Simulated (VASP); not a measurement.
# Al9Ga7P16 (P1) in VASP: a series of runs, part 2 of 2

VASP 6.6.1.

## (3) Relaxation of volume and atoms at fixed shape, PBEsol

Contents of INCAR:

```
ALGO = Normal
EDIFF = 1E-7
EDIFFG = -0.03
ENCUT = 500
GGA = PS
GGA_COMPAT = F
IBRION = 2
ISIF = 8
ISMEAR = -1
ISYM = -1
LASPH = T
LCHARG = F
LREAL = Auto
LWAVE = F
NELM = 120
NELMIN = 4
NSW = 100
PREC = Accurate
SIGMA = 0.05
```

Contents of KPOINTS:

```
explicit points
1
Reciprocal
  0.25000000   0.25000000   0.25000000 1
```

Contents of POSCAR:

```
Al9Ga7P16
1.0
   10.9122690000      0.0000000000      0.0000000000
    0.0000000000     10.9122690000      0.0000000000
    0.0000000000      0.0000000000     10.9122690000
Al Ga P
18 14 32
Direct
    0.9986760000      0.0006740000      0.9996690000
    0.0018450000      0.9987480000      0.4993940000
    0.0018450000      0.5025740000      0.0036990000
    0.0016640000      0.5024090000      0.4985960000
    0.4989590000      0.9975140000      0.4992070000
    0.4958940000      0.4990340000      0.9984630000
    0.4988140000      0.4989710000      0.4957490000
    0.2462390000      0.7487690000      0.5004970000
    0.7499200000      0.2478410000      0.0003160000
    0.7485440000      0.7486880000      0.0009060000
    0.2470290000      0.9993860000      0.2476680000
    0.2518060000      0.9980290000      0.7477230000
    0.7520660000      0.0009810000      0.7499410000
    0.7503250000      0.4997450000      0.2530690000
    0.7513170000      0.4990540000      0.7532120000
    0.0001960000      0.2506200000      0.2507100000
    0.5001220000      0.2507170000      0.2497040000
    0.4980140000      0.7501800000      0.2496120000
    0.4998530000      0.0033320000      0.9947070000
    0.2529590000      0.2495430000      0.0005830000
    0.2455890000      0.2477350000      0.4962840000
    0.2469720000      0.7502670000      0.9983380000
    0.7498930000      0.2500850000      0.4992250000
    0.7495690000      0.7472280000      0.5013930000
    0.2492730000      0.4996980000      0.2510580000
    0.2493360000      0.4988080000      0.7470820000
    0.7515800000      0.9987800000      0.2447190000
    0.9991650000      0.2501440000      0.7523300000
    0.9995650000      0.7488160000      0.2499820000
    0.9987060000      0.7516060000      0.7466280000
    0.5009190000      0.2523710000      0.7514970000
    0.4983200000      0.7481180000      0.7491180000
    0.1273060000      0.1261790000      0.1264000000
    0.1269480000      0.1209930000      0.6256540000
    0.1230630000      0.6230180000      0.1250430000
    0.1249610000      0.6265860000      0.6277360000
    0.6259130000      0.1237680000      0.1214660000
    0.6247430000      0.1273050000      0.6277520000
    0.6248140000      0.6264520000      0.1258120000
    0.6252370000      0.6235040000      0.6236940000
    0.3734570000      0.3763860000      0.1235860000
    0.3746780000      0.3742530000      0.6241940000
    0.3767090000      0.8777840000      0.1248720000
    0.3734530000      0.8751360000      0.6256800000
    0.8752620000      0.3715560000      0.1259930000
    0.8734100000      0.3755550000      0.6249620000
    0.8770460000      0.8750840000      0.1269980000
    0.8749890000      0.8761180000      0.6266930000
    0.3740390000      0.1236100000      0.3740810000
    0.3773280000      0.1242700000      0.8783720000
    0.3752760000      0.6265180000      0.3727100000
    0.3771100000      0.6267760000      0.8737710000
    0.8758540000      0.1258890000      0.3764920000
    0.8768830000      0.1235700000      0.8720060000
    0.8764640000      0.6244400000      0.3765290000
    0.8736840000      0.6240970000      0.8731990000
    0.1265550000      0.3738960000      0.3734610000
    0.1261760000      0.3756190000      0.8718980000
    0.1228220000      0.8750890000      0.3749170000
    0.1234300000      0.8758730000      0.8742610000
    0.6255860000      0.3730250000      0.3744480000
    0.6278150000      0.3731830000      0.8775960000
    0.6222620000      0.8735310000      0.3763880000
    0.6264110000      0.8731870000      0.8760160000
```

Potentials or basis: VASP PAW PBE potentials, release 64 (Al, Ga_d, P).

Command:

```bash
$ cat potpaw_PBE.64/Al/POTCAR potpaw_PBE.64/Ga_d/POTCAR potpaw_PBE.64/P/POTCAR > POTCAR
$ mpirun -np 1 vasp_std > vasp.out
```

Wall time 52 min (1 thread of Intel Xeon 6975P-C (Granite Rapids), shared host); peak memory 1.2 GiB.

Results (log left out):

| Quantity | Value |
| --- | --- |
| Free energy | -336.6254 eV |
| Relaxed volume | 20.32 Å³/atom |
| Relaxed cell | a = 10.915 Å, b = 10.915 Å, c = 10.915 Å, α = 90.00°, β = 90.00°, γ = 90.00° |
| Space group after relaxing (to 0.1 Å) | P1 (No. 1) |
| Energy gained by relaxing | 7.1 meV/atom |
| Ionic steps | 12 |
| Pressure after relaxing | 0.0 GPa |
| Largest force after relaxing | 0.020 eV/Å |
| Band gap on the k mesh | 1.98 eV |

Forces on the atoms (eV/Å):
```
Al   0.004 -0.003 -0.004
Al   0.005 -0.002 -0.002
Al  -0.009 -0.005  0.009
Al   0.003  0.005 -0.007
Al  -0.004 -0.001 -0.003
Al  -0.008 -0.011 -0.007
Al   0.002  0.007  0.008
Al  -0.005 -0.003 -0.008
Al   0.000 -0.005  0.002
Al   0.001 -0.002  0.000
Al  -0.001  0.001  0.010
Al  -0.008 -0.007  0.007
Al  -0.002 -0.005 -0.001
Al   0.009  0.008  0.000
Al   0.002  0.000 -0.004
Al  -0.002 -0.008 -0.008
Al  -0.005  0.003  0.007
Al   0.006 -0.010  0.001
Ga   0.003 -0.003  0.007
Ga   0.002  0.002  0.004
Ga  -0.002  0.006  0.001
Ga  -0.003  0.009  0.000
Ga   0.008 -0.003 -0.001
Ga   0.009  0.004 -0.004
Ga   0.004 -0.002 -0.004
Ga   0.000 -0.010  0.001
Ga  -0.002  0.011 -0.015
Ga  -0.009 -0.001  0.003
Ga   0.006 -0.004  0.001
Ga   0.009  0.002 -0.007
Ga   0.000 -0.012 -0.001
Ga   0.002  0.007  0.010
P   -0.001 -0.003  0.002
P    0.000  0.009 -0.002
P    0.003 -0.003 -0.014
P    0.004  0.000 -0.011
P   -0.001  0.004  0.003
P   -0.002 -0.002  0.001
P    0.005 -0.004 -0.005
P    0.006  0.012  0.000
P   -0.004  0.001 -0.003
P    0.004 -0.005  0.004
P   -0.010  0.001  0.016
P   -0.007 -0.005 -0.003
P    0.001 -0.003  0.000
P    0.005  0.005 -0.002
P   -0.005  0.006  0.001
P    0.008  0.009 -0.001
P   -0.006  0.005  0.006
P   -0.004 -0.002  0.006
P   -0.002 -0.003  0.003
P   -0.001  0.011  0.011
P    0.001 -0.007 -0.005
P    0.000 -0.004 -0.003
P   -0.001 -0.001  0.000
P    0.005 -0.001  0.001
P   -0.007 -0.001 -0.004
P   -0.015 -0.002  0.001
P    0.006  0.001  0.004
P   -0.004 -0.015  0.008
P   -0.002  0.018 -0.005
P    0.000 -0.002 -0.006
P    0.008  0.001 -0.003
P    0.002  0.008  0.005
```

Stress tensor (GPa, compression positive):
```
-0.02 -0.67 -0.66
-0.67 -0.03 -0.67
-0.66 -0.67 -0.02
```

The path:
```
step  energy change (eV)  largest force (eV/Å)  pressure (GPa)  volume (Å³)
   1              0.0000                0.9890            0.16      1299.41
   2             -0.3979                0.2429           -0.20      1303.28
   3             -0.4024                0.1918           -0.23      1303.75
   4             -0.4286                0.1027            0.13      1298.23
   5             -0.4301                0.0917            0.24      1296.54
   6             -0.4411                0.0829           -0.02      1300.40
   7             -0.4416                0.0824           -0.09      1301.40
   8             -0.4465                0.0454           -0.03      1300.46
   9             -0.4473                0.0470            0.01      1299.90
  10             -0.4496                0.0343            0.01      1299.87
  11             -0.4504                0.0326            0.02      1299.84
  12             -0.4516                0.0195           -0.02      1300.44
```

Final structure:
```xyz
64
Lattice="10.9152 0.0000 0.0000 0.0000 10.9152 0.0000 0.0000 0.0000 10.9152" Properties=species:S:1:pos:R:3 pbc="T T T"
Al   10.9132   10.9124   10.9122
Al   10.9061   10.9088    5.4522
Al    0.0034    5.4556   10.9072
Al   10.9126    5.4527    5.4568
Al    5.4573   10.9147    5.4546
Al    5.4512    5.4568   10.9117
Al    5.4519    5.4491    5.4486
Al    2.7248    8.1806    5.4597
Al    8.1861    2.7211   10.9112
Al    8.1836    8.1856   10.9143
Al    2.7245   10.9121    2.7161
Al    2.7299   10.9127    8.1827
Al    8.1830   10.9150    8.1797
Al    8.1825    5.4536    2.7290
Al    8.1838    5.4537    8.1808
Al    0.0015    2.7264    2.7269
Al    5.4553    2.7168    2.7233
Al    5.4538    8.1876    2.7224
Ga    5.4579    0.0004   10.9045
Ga    2.7357    2.7309   10.9102
Ga    2.7301    2.7285    5.4605
Ga    2.7294    8.1802   10.9105
Ga    8.1866    2.7230    5.4645
Ga    8.1860    8.1812    5.4585
Ga    2.7238    5.4571    2.7264
Ga    2.7286    5.4581    8.1826
Ga    8.1875   10.9075    2.7350
Ga    0.0126    2.7298    8.1833
Ga   10.9139    8.1830    2.7282
Ga    0.0027    8.1852    8.1888
Ga    5.4543    2.7321    8.1851
Ga    5.4578    8.1809    8.1852
P     1.3661    1.3677    1.3529
P     1.3619    1.3619    6.8148
P     1.3634    6.8201    1.3628
P     1.3582    6.8161    6.8269
P     6.8247    1.3475    1.3615
P     6.8152    1.3678    6.8196
P     6.8195    6.8199    1.3639
P     6.8154    6.8171    6.8148
P     4.0888    4.0943    1.3650
P     4.0881    4.0906    6.8234
P     4.0955    9.5525    1.3478
P     4.0987    9.5459    6.8224
P     9.5525    4.0943    1.3624
P     9.5528    4.0841    6.8226
P     9.5504    9.5480    1.3678
P     9.5489    9.5403    6.8228
P     4.0862    1.3596    4.0922
P     4.0950    1.3654    9.5467
P     4.0889    6.8200    4.0883
P     4.0887    6.8197    9.5423
P     9.5431    1.3644    4.0937
P     9.5564    1.3643    9.5412
P     9.5483    6.8211    4.0911
P     9.5515    6.8229    9.5454
P     1.3691    4.0910    4.0927
P     1.3752    4.0903    9.5453
P     1.3629    9.5481    4.0885
P     1.3659    9.5463    9.5513
P     6.8247    4.0796    4.0944
P     6.8185    4.0916    9.5512
P     6.8239    9.5463    4.0936
P     6.8171    9.5498    9.5464
```

Levels at points of the mesh, in eV from the valence-band top:
```tsv
k point	band 195	band 196	band 197	band 198	band 199	band 200	band 201	band 202
(0.25, 0.25, 0.25)	-0.38	-0.37	0.00	0.00	1.98	2.03	2.08	2.39
```

Caveat: the PAW data sets were made with another functional, which shifts forces and pressure a little; a shifted mesh leaves out Γ, where band edges can lie.
